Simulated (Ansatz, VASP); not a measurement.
CuAu in VASP and in Ansatz

File INCAR:

```
SYSTEM = CuAu
PREC = Accurate
ENCUT = 520
EDIFF = 1E-6
ISMEAR = -1
SIGMA = 0.05
LREAL = .False.
LASPH = .True.
NELM = 100
ALGO = Fast
ISIF = 2
LWAVE = .False.
LCHARG = .False.
GGA = PE
NBANDS = 18
```

File KPOINTS:

```
regular mesh
0
Gamma
  11 11 11
  0 0 0
```

The input POSCAR:

```
CuAu
1.0
    1.4430568479      0.8331492596      4.2561707609
   -1.4430568479      0.8331492596      4.2561707609
    0.0000000000     -1.6662985192      4.2561707609
Au Cu
1 1
Direct
   -0.0017160000      0.0121310000     -0.0123220000
    0.5007360000      0.5014260000      0.4999300000
```

File input.yaml:

```yaml
crystal:
  lattice:
    - [1.4430568479, 0.8331492596, 4.2561707609]
    - [-1.4430568479, 0.8331492596, 4.2561707609]
    - [0.0, -1.6662985192, 4.2561707609]
  atoms:
    - { symbol: Au, position: [-0.001716, 0.012131, -0.012322] }
    - { symbol: Cu, position: [0.500736, 0.501426, 0.49993] }
kpoints:
  mp_grid: { grid: [11, 11, 11] }
scf:
  occupations: { method: fermi_dirac, width: 0.05 }
hamiltonian:
  xc: pbe
  pseudopotentials: { kind: all_electron, lapw: { basis_error: 0.001 } }
output:
  forces: true
  stress: true
  eigenvalues: true
  populations: true
```

Change from the starting cell: atoms moved at random, drawn with an rms of 0.05 Å.

Alike in both runs: task single point; functional PBE; k mesh 11 × 11 × 11; occupations fermi-dirac, width 0.05 eV; no spin polarisation.

|  | VASP | Ansatz |
| --- | --- | --- |
| version | VASP 6.6.1 | Ansatz 0.2.0 |
| potentials or method | VASP PAW PBE potentials, release 64 (Au, Cu), cutoff 520 eV | all-electron LAPW, scalar-relativistic |

|  | VASP | Ansatz | Ansatz less VASP |
| --- | --- | --- | --- |
| gap on the k mesh at the Fermi level (eV) | none | none | - |
| pressure (GPa) | -1.1 | -0.3 | +0.83 |
| traceless stress, the component that is largest in VASP (GPa) | 1.32 | 1.21 | -0.103 |
| rms of the force components (eV/Å) | 0.081 | 0.080 | 0.0000 |

Atom by atom the forces differ by 0.000 eV/Å (rms over components). A gap of «none» marks a metal or a gap that the smearing closes. Ansatz ran all-electron here, and VASP with PAW potentials.

Spin-orbit coupling is off throughout.
